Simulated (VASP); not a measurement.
Crystal: Cu3O2.

```
Cu O
1.0
     3.53511    0.00000    0.00000
    -1.76755    3.06149    0.00000
     0.00000    0.00000    5.50005
Cu O
3 2
Direct
  0.00000 0.00000 0.00000
  0.33333 0.66667 0.64500
  0.66667 0.33333 0.35500
  0.33333 0.66667 0.24500
  0.66667 0.33333 0.75500
```

| Property | Result |
| --- | --- |
| Program | VASP 6.6.1 |
| Task | relaxation of cell and atoms |
| Functional | PBE |
| Potentials or basis | VASP PAW PBE potentials, release 64 (Cu, O) |
| Cutoff | 600 eV |
| k mesh | 6 × 6 × 4 |
| Occupations | gaussian, width 0.1 eV |
| Spin | collinear spin |
| Starting moments | [0.13, 0.18, 0.18, 0.11, 0.11] μB |

At the start: pressure -8.1 GPa; volume 11.91 Å³/atom.

Problem. Where does the relaxation end?

Solution. Over 36 steps the energy falls by 194.0 meV/atom and the volume is 10.28 Å³/atom (-13.7 %); space group P-3m1 (No. 164, to 0.1 Å) before and after; moment 0.00 μB per cell.

Step by step:
```csv
step,energy change (eV),largest force (eV/Å),pressure (GPa),volume (Å³)
1,0.0000,0.5871,-8.09,59.53
2,-0.1683,0.6186,1.64,54.49
3,-0.1683,0.6182,1.74,54.45
4,-0.2369,0.4002,2.11,54.16
5,-0.2995,0.1647,4.51,53.55
6,-0.3302,0.0615,-2.64,56.70
7,-0.3354,0.0335,-0.89,55.79
8,-0.3491,0.0291,-0.55,55.96
9,-0.3671,0.1606,0.55,56.39
10,-0.3713,0.1257,-0.99,57.19
11,-0.3710,0.1175,-1.63,57.39
12,-0.3712,0.1226,-1.11,57.26
13,-0.3758,0.1466,-1.51,57.24
14,-0.3947,0.2254,-1.86,57.18
15,-0.4675,0.4543,-3.34,56.98
16,-0.7152,0.4647,-7.80,56.31
17,-0.4703,1.3720,-9.06,53.97
18,-0.8003,0.2552,-9.94,55.92
19,-0.8097,0.2123,-10.45,55.80
20,-0.8102,0.2080,-10.42,55.78
21,-0.8117,0.1979,-10.52,55.75
22,-0.8136,0.2339,-10.48,55.69
23,-0.8128,0.3344,-10.94,55.56
24,-0.8140,0.2612,-10.91,55.65
25,-0.8161,0.2612,-10.72,55.62
26,-0.8224,0.2593,-10.44,55.52
27,-0.8346,0.2567,-9.98,55.33
28,-0.8576,0.2514,-9.37,54.94
29,-0.8974,0.2430,-7.71,54.16
30,-0.9504,0.2366,-4.07,52.63
31,-0.9304,0.2678,5.48,49.64
32,-0.9642,0.2406,-0.77,51.49
33,-0.9643,0.2413,-0.53,51.41
34,-0.9652,0.2200,-0.45,51.40
35,-0.9675,0.1562,-0.38,51.40
36,-0.9698,0.0300,-0.15,51.39
```

Final structure:
```yaml
crystal:
  lattice:
    - [2.90800, 0.00000, 0.00000]
    - [-1.45400, 2.51840, 0.00000]
    - [0.00000, 0.00000, 7.01771]
  atoms:
    - { symbol: Cu, position: [0.00000, 0.00000, 0.00000] }
    - { symbol: Cu, position: [0.33333, 0.66667, 0.63501] }
    - { symbol: Cu, position: [0.66667, 0.33333, 0.36499] }
    - { symbol: O, position: [0.33333, 0.66667, 0.17531] }
    - { symbol: O, position: [0.66667, 0.33333, 0.82469] }
```

Caveat: a cell axis changed by over 15 % at a fixed basis, so the end point is rough.
